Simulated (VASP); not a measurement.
A run of VASP 6.6.1:

File INCAR:

```
SYSTEM = KTaO3
PREC     = Accurate       ! precision mode
ENCUT    = 520            ! plane-wave cutoff, eV
EDIFF    = 1E-7           ! SCF threshold, eV
ISMEAR   = 0              ! smearing method
SIGMA    = 0.1            ! smearing width, eV
LREAL    = .FALSE.        ! projectors in reciprocal space
LASPH    = .TRUE.         ! aspherical terms in the spheres
NELM     = 150            ! most SCF steps
ALGO     = Normal         ! electronic algorithm
ISIF     = 2              ! what is computed and relaxed
LWAVE    = .FALSE.        ! write WAVECAR
LCHARG   = .FALSE.        ! write CHGCAR
ISPIN    = 2              ! spin polarisation
MAGMOM   = 0 1 0 0 0      ! initial moments
LORBIT   = 11             ! projections on sites
LMAXMIX  = 4              ! l up to which the mixer works
GGA      = PE             ! functional
NBANDS   = 31             ! bands
```

KPOINTS

```
Automatic mesh
0
G
  6 6 4
  0 0 0
```

Contents of POSCAR:

```
KTaO3
1.0
    4.7526835629      0.0000000000      0.0000000000
   -2.3763417815      4.1159447016      0.0000000000
    0.0000000000      0.0000000000      5.6283003879
K Ta O
1 1 3
Direct
    0.0000000000      0.0000000000      0.0000000000
    0.0000000000      0.0000000000      0.5000000000
    0.4999999023      0.0000000000      0.0000000000
    0.0000000000      0.4999999023      0.0000000000
    0.5000000977      0.5000000977      0.0000000000
```

Potentials or basis: VASP PAW PBE potentials, release 64 (K_sv, Ta_pv, O).

Launch:

```sh
$ cat potpaw_PBE.64/K_sv/POTCAR potpaw_PBE.64/Ta_pv/POTCAR potpaw_PBE.64/O/POTCAR > POTCAR
$ mpirun -np 1 vasp_std > vasp.out
```

Hardware: 1 thread of Intel Xeon 8259CL, on a shared host.

Question: How long does it take, and how much memory?

Answer: Run time: 9.6 min on 1 thread of Intel Xeon 8259CL (shared host), peak memory 0.34 GiB. Counts: scf iterations 44, k points 21.
